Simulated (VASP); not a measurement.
# Ti6Si in VASP: single point with PBE

Aim: the single point of Ti6Si with PBE.

Program: VASP 6.6.1. These are calculated values, not measurements. Logs are shortened: lines on timing, memory, paths and dates and some standing lists are left out, and cuts for length are marked.

## 1. The cell of the first run

The cell holds a slab with vacuum, 7 atoms: a = 2.832 Å, b = 4.579 Å, c = 22.051 Å, α = 90.00°, β = 90.00°, γ = 90.00°.

## 2. Single point, PBE

INCAR reads:

```
SYSTEM = Ti6Si
ALGO = Normal
DIPOL = 0.5 0.5 0.365
EDIFF = 1E-6
ENCUT = 400
GGA = PE
GGA_COMPAT = .False.
IDIPOL = 3
ISIF = 2
ISMEAR = 0
LASPH = .True.
LCHARG = .True.
LDIPOL = .True.
LELF = .True.
LREAL = .False.
LVACPOTAV = .True.
LVHAR = .True.
LWAVE = .False.
NBANDS = 47
NELM = 120
NELMDL = -8
PREC = Accurate
SIGMA = 0.1
```

KPOINTS reads:

```
Automatic mesh
0
Gamma
  9 6 1
  0.5 0.5 0
```

POSCAR reads:

```
Ti6Si
1.0
    2.8319727849      0.0000000000      0.0000000000
    0.0000000000      4.5793473376      0.0000000000
    0.0000000000      0.0000000000     22.0506931396
Ti Si
6 1
Direct
    0.5000000000      0.0000000000      0.1814001934
    0.0000000000      0.5000000000      0.2413504045
    0.5000000000      0.0000000000      0.3013006156
    0.5000000000      0.5000000000      0.3625816749
    0.0000000000      0.0000000000      0.4208168374
    0.5000000000      0.5000000000      0.4784744440
    0.5000000000      0.8000000000      0.5689218761
```

Potentials or basis: VASP PAW PBE potentials, release 64 (Ti_sv, Si).

On the command line:

```bash
$ cat potpaw_PBE.64/Ti_sv/POTCAR potpaw_PBE.64/Si/POTCAR > POTCAR
$ mpirun -np 1 vasp_std > vasp.out
```

OUTCAR:

```text
SYSTEM = Ti6Si
   EDIFF = 1E-6
   ENCUT = 400
   GGA = PE
   ISIF = 2
   ISMEAR = 0
   LASPH = .True.
   LREAL = .False.
   NELM = 120
   NELMDL = -8
   PREC = Accurate

 ion  position               nearest neighbor table
   1  0.500  0.000  0.181-   3 2.64
   2  0.000  0.500  0.241-
   3  0.500  0.000  0.301-   1 2.64   4 2.66   4 2.66
   4  0.500  0.500  0.363-   6 2.56   3 2.66   3 2.66
   5  0.000  0.000  0.421-
   6  0.500  0.500  0.478-   7 2.42   4 2.56
   7  0.500  0.800  0.569-   6 2.42

  LATTYP: Found a simple orthorhombic cell.
 ALAT       =     2.8319727849
 B/A-ratio  =     1.6170167178
 C/A-ratio  =     7.7863365274

  Lattice vectors:

 A1 = (   2.8319727849,   0.0000000000,   0.0000000000)
 A2 = (   0.0000000000,   4.5793473376,   0.0000000000)
 A3 = (   0.0000000000,   0.0000000000,  22.0506931396)

Analysis of symmetry for initial positions (statically):
=====================================================================
 Subroutine PRICEL returns:
 Original cell was already a primitive cell.

 Routine SETGRP: Setting up the symmetry group for a
 simple orthorhombic supercell.

 Subroutine GETGRP returns: Found  2 space group operations
 (whereof  2 operations were pure point group operations)
 out of a pool of  8 trial point group operations.

The static configuration has the point symmetry C_1h.

Analysis of symmetry for dynamics (positions and initial velocities):
=====================================================================
 Subroutine PRICEL returns:
 Original cell was already a primitive cell.

 Routine SETGRP: Setting up the symmetry group for a
 simple orthorhombic supercell.

 Subroutine GETGRP returns: Found  2 space group operations
 (whereof  2 operations were pure point group operations)
 out of a pool of  8 trial point group operations.

The dynamic configuration has the point symmetry C_1h.

 Subroutine INISYM returns: Found  2 space group operations
 (whereof  2 operations are pure point group operations),
 and found     1 'primitive' translations

----------------------------------------------------------------------------------------

                                     Primitive cell

  volume of cell :     285.9663

  direct lattice vectors                    reciprocal lattice vectors
     2.831972785  0.000000000  0.000000000     0.353110738  0.000000000  0.000000000
     0.000000000  4.579347338  0.000000000     0.000000000  0.218371730  0.000000000
     0.000000000  0.000000000 22.050693140     0.000000000  0.000000000  0.045350048

  length of vectors
     2.831972785  4.579347338 22.050693140     0.353110738  0.218371730  0.045350048

  position of ions in fractional coordinates (direct lattice)
     0.500000000  0.000000000  0.181400193
     0.000000000  0.500000000  0.241350404
     0.500000000  0.000000000  0.301300616
     0.500000000  0.500000000  0.362581675
     0.000000000  0.000000000  0.420816837
     0.500000000  0.500000000  0.478474444
     0.500000000  0.800000000  0.568921876

  ion indices of the primitive-cell ions
   primitive index   ion index
                 1           1
                 2           2
                 3           3
                 4           4
                 5           5
                 6           6
                 7           7

----------------------------------------------------------------------------------------

 KPOINTS: Automatic mesh

Automatic generation of k-mesh.
 Grid dimensions read from file:
 generate k-points for:    9    6    1

 Generating k-lattice:

  Cartesian coordinates                     Fractional coordinates (reciprocal lattice)
     0.039234526  0.000000000  0.000000000     0.111111111  0.000000000  0.000000000
     0.000000000  0.036395288  0.000000000     0.000000000  0.166666667  0.000000000
     0.000000000  0.000000000  0.045350048     0.000000000  0.000000000  1.000000000

  Length of vectors
     0.039234526  0.036395288  0.045350048

  Shift w.r.t. Gamma in fractional coordinates (k-lattice)
     0.500000000  0.500000000  0.000000000

 Subroutine IBZKPT returns following result:
 ===========================================

 Found     15 irreducible k-points:

 Following reciprocal coordinates:
            Coordinates               Weight
  0.055556  0.083333  0.000000      4.000000
  0.166667  0.083333  0.000000      4.000000
  0.277778  0.083333  0.000000      4.000000
  0.388889  0.083333  0.000000      4.000000
  0.500000  0.083333  0.000000      2.000000
  0.055556  0.250000  0.000000      4.000000
  0.166667  0.250000  0.000000      4.000000
  0.277778  0.250000  0.000000      4.000000
  0.388889  0.250000  0.000000      4.000000
  0.500000  0.250000  0.000000      2.000000
  0.055556  0.416667  0.000000      4.000000
  0.166667  0.416667  0.000000      4.000000
  0.277778  0.416667  0.000000      4.000000
  0.388889  0.416667  0.000000      4.000000
  0.500000  0.416667  0.000000      2.000000
   k-points           NKPTS =     15   k-points in BZ     NKDIM =     15   number of bands    NBANDS=     47
   number of dos      NEDOS =    301   number of ions     NIONS =      7
   total plane-waves  NPLWV =  77760
   dimension x,y,z NGX =    18 NGY =   30 NGZ =  144
   dimension x,y,z NGXF=    36 NGYF=   60 NGZF=  288
   ions per type =               6   1
   NGX,Y,Z   is equivalent  to a cutoff of  10.57, 10.89, 10.86 a.u.
   NGXF,Y,Z  is equivalent  to a cutoff of  21.13, 21.78, 21.71 a.u.
 SYSTEM =  Ti6Si
   PREC   = accura    normal or accurate (medium, high low for compatibility)
   ISTART =      0    job   : 0-new  1-cont  2-samecut
   ICHARG =      2    charge: 1-file 2-atom 10-const
   ISPIN  =      1    spin polarized calculation?
   LNONCOLLINEAR =      F non collinear calculations
   LSORBIT =      F    spin-orbit coupling
   LASPH  =      T    aspherical Exc in radial PAW
   ENCUT  =  400.0 eV  29.40 Ry    5.42 a.u.   4.62  7.47 35.96*2*pi/ulx,y,z
   NELM   =    120;   NELMIN=  2; NELMDL= -8     # of ELM steps
   EDIFF  = 0.1E-05   stopping-criterion for ELM
   LREAL  =      F    real-space projection
   EDIFFG = 0.1E-04   stopping-criterion for IOM
   NSW    =      0    number of steps for IOM
   IBRION =     -1    ionic relax: 0-MD 1-quasi-New 2-CG
   NFREE  =      0    steps in history (QN), initial steepest desc. (CG)
   ISIF   =      2    stress and relaxation
   ISYM   =      2    0-nonsym 1-usesym 2-fastsym
   POTIM  = 0.5000    time-step for ionic-motion
   TEBEG  =    0.0;   TEEND  =   0.0 temperature during run
   PSTRESS=    0.0 pullay stress
   NELECT =      76.0000    total number of electrons
   NUPDOWN=      -1.0000    fix difference up-down
   EMIN   =  10.00;   EMAX   =-10.00  energy-range for DOS
   EFERMI =   0.00;   METHOD = LEGACY
   ISMEAR =     0;   SIGMA  =   0.10  broadening in eV -4-tet -1-fermi 0-gaus
   EFERMI_NEDOS =   21; number of points for ismear=-14 and -15
   IALGO  =     38    algorithm
   IMIX   =      4    mixing-type and parameters
     AMIX     =   0.40;   BMIX     =  1.00
     AMIX_MAG =   1.60;   BMIX_MAG =  1.00
  volume/ion in A,a.u.               =      40.85       275.69
  Fermi-wavevector in a.u.,A,eV,Ry     =   1.052546  1.989023 15.073254  1.107853
  Thomas-Fermi vector in A             =   2.187633
   LORBIT       =      0    0 simple, 1 ext, 2 COOP (PROOUT), +10 PAW based schemes
   GGA     = PE    functional components
   LHFCALC =     F    Hartree Fock is set to
   AEXX    =    0.0000 exact exchange contribution
   IVDW    =     0    specifies the selected vdW correction
   LEPSILON=     F    determine dielectric tensor
   LRPA    =     F    only Hartree local field effects (RPA)
 non-spin polarized calculation
 Gauss-broadening in eV      SIGMA  =   0.10
  energy-cutoff  :      400.00
  volume of cell :      285.97
 maximum number of plane-waves:      5223
   NGX =  9   NGY = 15   NGZ = 71

 dipolmoment           0.000000      0.000000     -0.061525 electrons x Angstroem

 number of electron      76.0000020 magnetization

 dipolmoment           0.000000      0.000000      0.112292 electrons x Angstroem

 Free energy of the ion-electron system (eV)
  ---------------------------------------------------
  ext. energy  EPLUGINS =         0.00000000
  ---------------------------------------------------
  free energy    TOTEN  =       -48.21837182 eV

  energy without entropy =      -48.16372410  energy(sigma->0) =      -48.19104796

 E-fermi :   1.1546     XC(G=0):  -5.8731

 val. band max:        1.1338200283   @ k =   0.3889   0.2500   0.0000
 cond. band min:       1.1601435898   @ k =   0.1667   0.2500   0.0000
 fundamental gap:      0.0263235615
 Fermi energy:         1.1545566098

 k-point     1 :       0.0556    0.0833    0.0000
  band No.  band energies     occupation
      1     -55.8012      2.00000
      2     -55.7005      2.00000
      3     -55.6820      2.00000
      4     -55.4784      2.00000
      5     -55.4328      2.00000
      6     -55.3150      2.00000
[... 39 lines left out ...]
     46       2.3912      0.00000
     47       2.6149      0.00000

 k-point     2 :       0.1667    0.0833    0.0000
  band No.  band energies     occupation
      1     -55.7879      2.00000
      2     -55.6869      2.00000
      3     -55.6712      2.00000
      4     -55.4680      2.00000
      5     -55.4213      2.00000
      6     -55.3034      2.00000
[... 39 lines left out ...]
     46       2.3086      0.00000
     47       2.4402      0.00000

 k-point     3 :       0.2778    0.0833    0.0000
  band No.  band energies     occupation
      1     -55.7672      2.00000
      2     -55.6658      2.00000
      3     -55.6545      2.00000
      4     -55.4520      2.00000
      5     -55.4035      2.00000
      6     -55.2855      2.00000
[... 589 lines left out ...]
     46       2.4178      0.00000
     47       2.5007      0.00000

 k-point    15 :       0.5000    0.4167    0.0000
  band No.  band energies     occupation
      1     -55.7413      2.00000
      2     -55.6394      2.00000
      3     -55.6339      2.00000
      4     -55.4278      2.00000
      5     -55.3628      2.00000
      6     -55.2871      2.00000
[... 39 lines left out ...]
     46       2.3390      0.00000
     47       2.4733      0.00000

------------------------ aborting loop because EDIFF is reached ----------------------------------------

  FORCE on cell =-STRESS in cart. coord.  units (eV):
  Direction    XX          YY          ZZ          XY          YZ          ZX
  --------------------------------------------------------------------------------------
  -------------------------------------------------------------------------------------
  Total       -5.7164146     -5.0493897     -1.8507924      0.0000000      2.6781995      0.0000000
  in kB      -32.0272311    -28.2901054    -10.3693941      0.0000000     15.0050897      0.0000000
  external PRESSURE =     -23.5622436 kB  Pullay stress =       0.0000000 kB

 VOLUME and BASIS-vectors are now :
 -----------------------------------------------------------------------------
  energy-cutoff  :      400.00
  volume of cell :      285.97
      direct lattice vectors                 reciprocal lattice vectors
     2.831972785  0.000000000  0.000000000     0.353110738  0.000000000  0.000000000
     0.000000000  4.579347338  0.000000000     0.000000000  0.218371730  0.000000000
     0.000000000  0.000000000 22.050693140     0.000000000  0.000000000  0.045350048

 POSITION                                       TOTAL-FORCE (eV/Angst)
 -----------------------------------------------------------------------------------
      1.41599      0.00000      4.00000         0.000000      0.031688      0.378201
      0.00000      2.28967      5.32194         0.000000     -0.016822     -0.050063
      1.41599      0.00000      6.64389         0.000000     -0.063300     -0.377458
      1.41599      2.28967      7.99518         0.000000      0.056411      0.004661
      0.00000      0.00000      9.27930         0.000000     -0.413174      0.369192
      1.41599      2.28967     10.55069         0.000000     -0.684520     -0.321980
      1.41599      3.66348     12.54512         0.000000      1.089718     -0.002553
 -----------------------------------------------------------------------------------
    total drift:                                0.000000      0.000211      0.000196

  FREE ENERGIE OF THE ION-ELECTRON SYSTEM (eV)
  ---------------------------------------------------
  free  energy   TOTEN  =       -48.2183718182 eV

  energy  without entropy=      -48.1637240970  energy(sigma->0) =      -48.19104796

 vacuum level on the upper side and lower side of the slab         6.089         4.521
```

Run time: 6.7 min. Hardware: 1 thread of Intel Xeon 8259CL, shared host; peak memory 0.29 GiB.

What came out:

```yaml
Free_energy: -48.2184 eV
Largest_force: 1.090 eV/Å
Band_gap_on_the_k_mesh: zero (bands 38 and 39 overlap by 0.05 eV)
```

Forces on the atoms (eV/Å):
```
Ti   0.000  0.032  0.378
Ti   0.000 -0.017 -0.050
Ti   0.000 -0.063 -0.377
Ti   0.000  0.056  0.005
Ti   0.000 -0.413  0.369
Ti   0.000 -0.685 -0.322
Si   0.000  1.090 -0.003
```

Levels at points of the mesh, in eV from the Fermi level:
| k point | band 36 | band 37 | band 38 | band 39 | band 40 | band 41 |
| --- | --- | --- | --- | --- | --- | --- |
| (0.06, 0.08, 0.00) | -0.52 | -0.17 | -0.09 | 0.12 | 0.32 | 0.33 |

The gap in the log of VASP goes by the Fermi energy; the results here count the filled bands.